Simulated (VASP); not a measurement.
Input of a VASP 6.6.1 run:

File INCAR:

```
SYSTEM = TiW3
ALGO = Normal ; EDIFF = 1E-6
ENCUT = 500 ; GGA = PE
GGA_COMPAT = .FALSE. ; ISIF = 2
ISMEAR = 1 ; LASPH = .TRUE.
LCHARG = .TRUE. ; LELF = .TRUE.
LREAL = .FALSE. ; LVHAR = .TRUE.
LWAVE = .FALSE. ; NBANDS = 35
NELM = 120 ; PREC = Accurate
SIGMA = 0.1
```

The input KPOINTS:

```
k-points
0
G
  5 5 5
  0 0 0
```

POSCAR

```
TiW3
1.0
    4.0410649502      0.0000000000      0.0000000000
    0.0000000000      4.0410649502      0.0000000000
    0.0000000000      0.0000000000      4.0410649502
Ti W
1 3
Direct
    0.0000000000      0.0000000000      0.0000000000
    0.0000000000      0.5000000000      0.5000000000
    0.5000000000      0.0000000000      0.5000000000
    0.5000000000      0.5000000000      0.0000000000
```

Potentials or basis: VASP PAW PBE potentials, release 64 (Ti_sv, W_sv).

The run is started by

```console
$ cat potpaw_PBE.64/Ti_sv/POTCAR potpaw_PBE.64/W_sv/POTCAR > POTCAR
$ mpirun -np 1 vasp_std > vasp.out
```

What does it give for the band gap on the k mesh?

Zero (bands 27 and 28 overlap by 2.97 eV).

Predict the pressure.

0.1 GPa.

Caveat: spin-orbit coupling is left out, which moves the levels of the heavy elements.
